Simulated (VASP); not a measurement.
# Bi2Se3 (P2_1/m) in VASP: further runs

Bi2Se3 is run at these levels: PBE; tasks: single point.

Program: VASP 6.6.1. These are calculated values, not measurements. Logs are shortened: lines on timing, memory, paths and dates and some standing lists are left out, and cuts for length are marked.

## (1) The cell of the first run

It takes space group P2_1/m (No. 11, monoclinic). Conventional cell: a = 7.253 Å, b = 4.187 Å, c = 10.710 Å, α = 90.00°, β = 103.05°, γ = 90.00°. Bi (site symmetry m) has 6 Se at 2.86 to 3.18 Å within 3.8 Å. Within 3.6 Å of Bi (site symmetry m) lie 6 Se at 2.76 to 3.05 Å. Se (site symmetry m) has 6 Bi at 3.03 to 3.18 Å and 2 Se at 3.99 Å within 4.0 Å. Within 3.6 Å of Se (site symmetry m) lie 3 Bi at 2.76 to 2.86 Å. Se (site symmetry m) has 3 Bi at 2.90 to 3.00 Å within 3.8 Å.

## (2) Single point, PBE (atoms displaced along a vibrational mode)

File INCAR:

```
PREC = Accurate
ENCUT = 520
EDIFF = 1E-6
ISMEAR = 0
SIGMA = 0.05
LREAL = False
LASPH = True
NELM = 100
ALGO = Normal
ISIF = 2
LWAVE = False
LCHARG = False
GGA = PE
NBANDS = 59
```

File KPOINTS:

```
regular mesh
0
Gamma
  8 4 4
```

File POSCAR:

```
Bi2Se3
1.0
   -2.0936564891      3.6263194127      0.0000000000
   -6.2809694673     -3.6263194127      0.0000000000
    2.0936564891      1.2087731376     10.4340296434
Bi Se
4 6
Direct
    0.5000000000      0.8913481508      0.1873186448
    1.0000000000      0.3998401942      0.1862463902
    0.5000000000      0.1001598058      0.8137536098
    1.0000000000      0.6086518492      0.8126813552
    0.5000000000      0.4845375792      0.0022718000
    0.0000000000      0.0154624208     -0.0022718000
    0.5000000000      0.7334628675      0.6691268366
    1.0000000000      0.2085980395      0.6570558846
    0.5000000000      0.2914019605      0.3429441154
    0.0000000000      0.7665371325      0.3308731634
```

Potentials or basis: VASP PAW PBE potentials, release 64 (Bi_d, Se).

Started as:

```console
> cat potpaw_PBE.64/Bi_d/POTCAR potpaw_PBE.64/Se/POTCAR > POTCAR
> mpirun -np 1 vasp_std > vasp.out
```

OUTCAR:

```text
PREC = Accurate
   ENCUT = 520
   EDIFF = 1E-6
   ISMEAR = 0
   LREAL = False
   LASPH = True
   NELM = 100
   ISIF = 2
   GGA = PE

 ion  position               nearest neighbor table
   1  0.500  0.891  0.187-  10 2.86  10 2.86   9 3.00   5 3.16   6 3.18   6 3.18
   2  0.000  0.400  0.186-  10 2.76   9 2.90   9 2.90   5 3.03   5 3.03   6 3.05
   3  0.500  0.100  0.814-   7 2.76   8 2.90   8 2.90   6 3.03   6 3.03   5 3.05
   4  0.000  0.609  0.813-   7 2.86   7 2.86   8 3.00   6 3.16   5 3.18   5 3.18
   5  0.500  0.485  0.002-   2 3.03   2 3.03   3 3.05   1 3.16   4 3.18   4 3.18
   6  0.000  0.015  0.998-   3 3.03   3 3.03   2 3.05   4 3.16   1 3.18   1 3.18
   7  0.500  0.733  0.669-   3 2.76   4 2.86   4 2.86
   8  0.000  0.209  0.657-   3 2.90   3 2.90   4 3.00
   9  0.500  0.291  0.343-   2 2.90   2 2.90   1 3.00
  10  0.000  0.767  0.331-   2 2.76   1 2.86   1 2.86

  LATTYP: Found a simple monoclinic cell.
 ALAT       =     7.2526388254
 B/A-ratio  =     0.5773502692
 C/A-ratio  =     1.4767644309
 COS(beta)  =    -0.2257186904

  Lattice vectors:

 A1 = (  -6.2809694673,  -3.6263194127,   0.0000000000)
 A2 = (   2.0936564891,  -3.6263194127,   0.0000000000)
 A3 = (   2.0936564891,   1.2087731376,  10.4340296434)

Analysis of symmetry for initial positions (statically):
=====================================================================
 Subroutine PRICEL returns:
 Original cell was already a primitive cell.

 Routine SETGRP: Setting up the symmetry group for a
 simple monoclinic supercell.

 Subroutine GETGRP returns: Found  4 space group operations
 (whereof  2 operations were pure point group operations)
 out of a pool of  4 trial point group operations.

The static configuration has the point symmetry C_1h.
 The point group associated with its full space group is C_2h.

Analysis of symmetry for dynamics (positions and initial velocities):
=====================================================================
 Subroutine PRICEL returns:
 Original cell was already a primitive cell.

 Routine SETGRP: Setting up the symmetry group for a
 simple monoclinic supercell.

 Subroutine GETGRP returns: Found  4 space group operations
 (whereof  2 operations were pure point group operations)
 out of a pool of  4 trial point group operations.

The dynamic configuration has the point symmetry C_1h.
[... 117 lines left out ...]
   LREAL  =      F    real-space projection
   EDIFFG = 0.1E-04   stopping-criterion for IOM
   NSW    =      0    number of steps for IOM
   IBRION =     -1    ionic relax: 0-MD 1-quasi-New 2-CG
   NFREE  =      0    steps in history (QN), initial steepest desc. (CG)
   ISIF   =      2    stress and relaxation
   ISYM   =      2    0-nonsym 1-usesym 2-fastsym
   POTIM  = 0.5000    time-step for ionic-motion
   TEBEG  =    0.0;   TEEND  =   0.0 temperature during run
   PSTRESS=    0.0 pullay stress
   NELECT =      96.0000    total number of electrons
   NUPDOWN=      -1.0000    fix difference up-down
   EMIN   =  10.00;   EMAX   =-10.00  energy-range for DOS
   EFERMI =   0.00;   METHOD = LEGACY
   ISMEAR =     0;   SIGMA  =   0.05  broadening in eV -4-tet -1-fermi 0-gaus
   EFERMI_NEDOS =   21; number of points for ismear=-14 and -15
   IALGO  =     38    algorithm
   IMIX   =      4    mixing-type and parameters
     AMIX     =   0.40;   BMIX     =  1.00
     AMIX_MAG =   1.60;   BMIX_MAG =  1.00
  volume/ion in A,a.u.               =      31.69       213.84
  Fermi-wavevector in a.u.,A,eV,Ry     =   1.099522  2.077796 16.448755  1.208949
  Thomas-Fermi vector in A             =   2.235918
   LORBIT       =      0    0 simple, 1 ext, 2 COOP (PROOUT), +10 PAW based schemes
   GGA     = PE    functional components
   LHFCALC =     F    Hartree Fock is set to
   AEXX    =    0.0000 exact exchange contribution
   IVDW    =     0    specifies the selected vdW correction
   LEPSILON=     F    determine dielectric tensor
   LRPA    =     F    only Hartree local field effects (RPA)
 non-spin polarized calculation
 Gauss-broadening in eV      SIGMA  =   0.05
  energy-cutoff  :      520.00
  volume of cell :      316.87
 maximum number of plane-waves:      8561
 NGX is ok and might be reduce to    32
   NGX = 15   NGY = 27   NGZ = 39

 number of electron      95.9999988 magnetization

 Free energy of the ion-electron system (eV)
  ---------------------------------------------------
  ext. energy  EPLUGINS =         0.00000000
  ---------------------------------------------------
  free energy    TOTEN  =       -40.25764327 eV

  energy without entropy =      -40.25764327  energy(sigma->0) =      -40.25764327

 E-fermi :   3.6672     XC(G=0):  -8.8808

 val. band max:        3.4064438112   @ k =   0.0000   0.5000   0.5000
 cond. band min:       4.0608700479   @ k =   0.0000   0.0000   0.0000
 fundamental gap:      0.6544262366
 Fermi energy:         3.6671834012

 k-point     1 :       0.0000    0.0000    0.0000
  band No.  band energies     occupation
      1     -19.4006      2.00000
      2     -19.3999      2.00000
      3     -19.3902      2.00000
      4     -19.3892      2.00000
      5     -19.3830      2.00000
      6     -19.3819      2.00000
[... 1477 lines left out ...]
     58       7.5924      0.00000
     59       7.9841      0.00000

 [... further k-points ...]
[... 5 lines left out ...]
  --------------------------------------------------------------------------------------
  -------------------------------------------------------------------------------------
  Total        0.7623071      0.4939855      0.5753217      0.2323733     -0.2848271     -0.4933349
  in kB        3.8544019      2.4977057      2.9089601      1.1749334     -1.4401521     -2.4944160
  external PRESSURE =       3.0870226 kB  Pullay stress =       0.0000000 kB

 VOLUME and BASIS-vectors are now :
 -----------------------------------------------------------------------------
  energy-cutoff  :      520.00
  volume of cell :      316.87
      direct lattice vectors                 reciprocal lattice vectors
    -2.093656489  3.626319413  0.000000000    -0.119408318  0.206821274 -0.000000000
    -6.280969467 -3.626319413  0.000000000    -0.119408318 -0.068940425  0.031946750
     2.093656489  1.208773138 10.434029643     0.000000000  0.000000000  0.095840249

 POSITION                                       TOTAL-FORCE (eV/Angst)
 -----------------------------------------------------------------------------------
     -6.25318     -1.19273      1.95449        -0.340884     -0.196809     -0.078876
     -2.12145     -1.22482      1.94330         0.492613      0.284410      0.069955
      0.02779      2.43359      8.49073        -0.492613     -0.284410     -0.069955
     -2.12145     -1.22482      8.47954         0.340884      0.196809      0.078876
     -4.08544      0.05882      0.02370        -0.560127     -0.323389     -0.130722
      1.99178      1.14996     10.41033         0.560127      0.323389      0.130722
     -4.25276     -0.03779      6.98169         0.452333      0.261155     -0.407799
      0.06545      0.03779      6.85574        -0.289530     -0.167160      0.304370
     -2.15911      1.17098      3.57829         0.289530      0.167160     -0.304370
     -4.12186     -2.37976      3.45234        -0.452333     -0.261155      0.407799
 -----------------------------------------------------------------------------------
    total drift:                               -0.000000     -0.000000     -0.000000

  FREE ENERGIE OF THE ION-ELECTRON SYSTEM (eV)
  ---------------------------------------------------
  free  energy   TOTEN  =       -40.2576432696 eV

  energy  without entropy=      -40.2576432696  energy(sigma->0) =      -40.25764327
```

stdout:

```text
POSCAR found type information on POSCAR BiSe
 POSCAR found :  2 types and      10 ions
 scaLAPACK will be used
 LDA part: xc-table for (Slater+PW92), standard interpolation
 POSCAR, INCAR and KPOINTS ok, starting setup
 FFT: planning ... GRIDC
 FFT: planning ... GRID_SOFT
 FFT: planning ... GRID
 WAVECAR not read
 entering main loop
```

It took 17 min on 1 thread of Oxide Virtual Turin-like, shared host; peak memory 0.77 GiB.

What came out:

```yaml
Free_energy: -40.2576 eV
Pressure: 0.3 GPa
Largest_force: 0.663 eV/Å
Band_gap_on_the_k_mesh: 0.65 eV (least direct gap 0.68 eV)
```

Forces on the atoms (eV/Å):
```
Bi  -0.341 -0.197 -0.079
Bi   0.493  0.284  0.070
Bi  -0.493 -0.284 -0.070
Bi   0.341  0.197  0.079
Se  -0.560 -0.323 -0.131
Se   0.560  0.323  0.131
Se   0.452  0.261 -0.408
Se  -0.290 -0.167  0.304
Se   0.290  0.167 -0.304
Se  -0.452 -0.261  0.408
```

Stress tensor (GPa, compression positive):
```
 0.39  0.12 -0.25
 0.12  0.25 -0.14
-0.25 -0.14  0.29
```

Levels at points of the mesh, in eV from the valence-band top:
```csv
k point,band 46,band 47,band 48,band 49,band 50,band 51
"(0.00, 0.00, 0.00)",-0.72,-0.70,-0.03,0.65,1.67,1.92
"(0.50, 0.00, 0.00)",-0.72,-0.32,-0.32,2.24,2.24,2.59
"(0.00, 0.50, 0.00)",-0.72,-0.30,-0.29,1.66,1.82,2.39
"(0.50, 0.50, 0.00)",-0.82,-0.43,-0.43,1.38,1.38,2.52
"(0.00, 0.00, 0.50)",-0.75,-0.58,-0.22,0.82,1.41,2.00
"(0.50, 0.00, 0.50)",-0.57,-0.44,-0.44,2.21,2.21,2.50
"(0.00, 0.50, 0.50)",-0.62,-0.11,0.00,1.31,1.40,2.38
"(0.50, 0.50, 0.50)",-0.93,-0.77,-0.77,1.68,1.68,2.44
```

Caveat: the cell differs from its parent crystal (atoms displaced along a vibrational mode); spin-orbit coupling is left out, which moves the levels of the heavy elements; this functional lacks dispersion, which binds the layers, so the pressure and a relaxed spacing across them are unreliable.

## (3) Single point, PBE (atoms displaced along a vibrational mode)

File INCAR:

```
SYSTEM = Bi2Se3
ALGO = Normal
EDIFF = 1E-6
ENCUT = 520
GGA = PE
ISIF = 2
ISMEAR = 0
LASPH = .True.
LCHARG = .False.
LREAL = .False.
LWAVE = .False.
NBANDS = 59
NELM = 80
PREC = Accurate
SIGMA = 0.05
```

File KPOINTS:

```
k-points
0
Gamma
  8 4 4
  0 0 0
```

File POSCAR:

```
Bi2Se3
1.0
   -2.0936564891      3.6263194127      0.0000000000
   -6.2809694673     -3.6263194127      0.0000000000
    2.0936564891      1.2087731376     10.4340296434
Bi Se
4 6
Direct
    0.5000000000      0.8993094415      0.1863134061
    1.0000000000      0.3918789035      0.1872516289
    0.5000000000      0.1081210965      0.8127483711
    1.0000000000      0.6006905585      0.8136865939
    0.5000000000      0.5135296182     -0.0019878250
    0.0000000000     -0.0135296182      0.0019878250
    0.5000000000      0.7101520913      0.6578103191
    1.0000000000      0.2319088157      0.6683724021
    0.5000000000      0.2680911843      0.3316275979
    0.0000000000      0.7898479087      0.3421896809
```

Potentials or basis: VASP PAW PBE potentials, release 64 (Bi_d, Se).

Started as:

```console
> cat potpaw_PBE.64/Bi_d/POTCAR potpaw_PBE.64/Se/POTCAR > POTCAR
> mpirun -np 1 vasp_std > vasp.out
```

OUTCAR:

```text
SYSTEM = Bi2Se3
   EDIFF = 1E-6
   ENCUT = 520
   GGA = PE
   ISIF = 2
   ISMEAR = 0
   LASPH = .True.
   LREAL = .False.
   NELM = 80
   PREC = Accurate

 ion  position               nearest neighbor table
   1  0.500  0.899  0.186-   9 2.77  10 2.90  10 2.90   6 3.04   6 3.04   5 3.06
   2  0.000  0.392  0.187-   9 2.86   9 2.86  10 2.99   6 3.15   5 3.17   5 3.17
   3  0.500  0.108  0.813-   8 2.86   8 2.86   7 2.99   5 3.15   6 3.17   6 3.17
   4  0.000  0.601  0.814-   8 2.77   7 2.90   7 2.90   5 3.04   5 3.04   6 3.06
   5  0.500  0.514  0.998-   4 3.04   4 3.04   1 3.06   3 3.15   2 3.17   2 3.17
   6  0.000  0.986  0.002-   1 3.04   1 3.04   4 3.06   2 3.15   3 3.17   3 3.17
   7  0.500  0.710  0.658-   4 2.90   4 2.90   3 2.99
   8  0.000  0.232  0.668-   4 2.77   3 2.86   3 2.86
   9  0.500  0.268  0.332-   1 2.77   2 2.86   2 2.86
  10  0.000  0.790  0.342-   1 2.90   1 2.90   2 2.99

  LATTYP: Found a simple monoclinic cell.
 ALAT       =     7.2526388254
 B/A-ratio  =     0.5773502692
 C/A-ratio  =     1.4767644309
 COS(beta)  =    -0.2257186904

  Lattice vectors:
[... 201 lines left out ...]
 cond. band min:       4.0643059877   @ k =   0.0000   0.0000   0.0000
 fundamental gap:      0.6654897512
 Fermi energy:         3.6812976382

 k-point     1 :       0.0000    0.0000    0.0000
  band No.  band energies     occupation
      1     -19.3868      2.00000
      2     -19.3860      2.00000
      3     -19.3760      2.00000
      4     -19.3752      2.00000
      5     -19.3705      2.00000
      6     -19.3688      2.00000
[... 1477 lines left out ...]
     58       7.5728      0.00000
     59       8.0070      0.00000

 [... further k-points ...]
[... 5 lines left out ...]
  --------------------------------------------------------------------------------------
  -------------------------------------------------------------------------------------
  Total        0.6012082      0.3999844      0.4483764      0.1742650     -0.2164903     -0.3749720
  in kB        3.0398486      2.0224140      2.2670951      0.8811242     -1.0946252     -1.8959459
  external PRESSURE =       2.4431192 kB  Pullay stress =       0.0000000 kB

 VOLUME and BASIS-vectors are now :
 -----------------------------------------------------------------------------
  energy-cutoff  :      520.00
  volume of cell :      316.87
      direct lattice vectors                 reciprocal lattice vectors
    -2.093656489  3.626319413  0.000000000    -0.119408318  0.206821274 -0.000000000
    -6.280969467 -3.626319413  0.000000000    -0.119408318 -0.068940425  0.031946750
     2.093656489  1.208773138 10.434029643     0.000000000  0.000000000  0.095840249

 POSITION                                       TOTAL-FORCE (eV/Angst)
 -----------------------------------------------------------------------------------
     -6.30529     -1.22281      1.94400         0.420671      0.242875      0.067597
     -2.06934     -1.19473      1.95379        -0.305253     -0.176238     -0.065280
     -0.02432      2.40351      8.48024         0.305253      0.176238      0.065280
     -2.06934     -1.19473      8.49003        -0.420671     -0.242875     -0.067597
     -2.18280      1.15731     10.41329         0.490401      0.283133      0.114676
     -6.19183     -3.57485      0.02074        -0.490401     -0.283133     -0.114676
     -4.13004      0.03306      6.86361        -0.260826     -0.150588      0.272364
     -0.05727     -0.03306      6.97382         0.384534      0.222011     -0.347736
     -2.03639      1.24184      3.46021        -0.384534     -0.222011      0.347736
     -4.24458     -2.45061      3.57042         0.260826      0.150588     -0.272364
 -----------------------------------------------------------------------------------
    total drift:                               -0.000000     -0.000000      0.000000

  FREE ENERGIE OF THE ION-ELECTRON SYSTEM (eV)
  ---------------------------------------------------
  free  energy   TOTEN  =       -40.3092337542 eV

  energy  without entropy=      -40.3092337542  energy(sigma->0) =      -40.30923375
```

Run time: 10 min. Hardware: 1 thread of Oxide Virtual Turin-like, shared host; peak memory 0.77 GiB.

Results:

| Item | Value |
| --- | --- |
| Free energy | -40.3092 eV |
| Pressure | 0.2 GPa |
| Largest force | 0.578 eV/Å |
| Band gap on the k mesh | 0.67 eV |

Forces on the atoms (eV/Å):
```
Bi   0.421  0.243  0.068
Bi  -0.305 -0.176 -0.065
Bi   0.305  0.176  0.065
Bi  -0.421 -0.243 -0.068
Se   0.490  0.283  0.115
Se  -0.490 -0.283 -0.115
Se  -0.261 -0.151  0.272
Se   0.385  0.222 -0.348
Se  -0.385 -0.222  0.348
Se   0.261  0.151 -0.272
```

Stress tensor (GPa, compression positive):
```
 0.30  0.09 -0.19
 0.09  0.20 -0.11
-0.19 -0.11  0.23
```

Levels at points of the mesh, in eV from the valence-band top:
```csv
k point,band 45,band 46,band 47,band 48,band 49,band 50,band 51,band 52
"(0.00, 0.00, 0.00)",-0.78,-0.72,-0.70,-0.02,0.67,1.68,1.94,1.96
"(0.50, 0.00, 0.00)",-0.72,-0.72,-0.31,-0.31,2.27,2.27,2.60,2.60
"(0.00, 0.50, 0.00)",-0.82,-0.72,-0.30,-0.29,1.68,1.82,2.42,2.52
"(0.50, 0.50, 0.00)",-0.82,-0.82,-0.43,-0.43,1.39,1.39,2.54,2.54
"(0.00, 0.00, 0.50)",-0.75,-0.75,-0.55,-0.23,0.82,1.42,2.01,2.03
"(0.50, 0.00, 0.50)",-0.56,-0.56,-0.44,-0.44,2.23,2.23,2.52,2.52
"(0.00, 0.50, 0.50)",-0.76,-0.62,-0.09,0.00,1.32,1.40,2.41,2.41
"(0.50, 0.50, 0.50)",-0.92,-0.92,-0.76,-0.76,1.69,1.69,2.46,2.46
```

Caveat: the cell differs from its parent crystal (atoms displaced along a vibrational mode); spin-orbit coupling is left out, which moves the levels of the heavy elements; this functional lacks dispersion, which binds the layers, so the pressure and a relaxed spacing across them are unreliable.
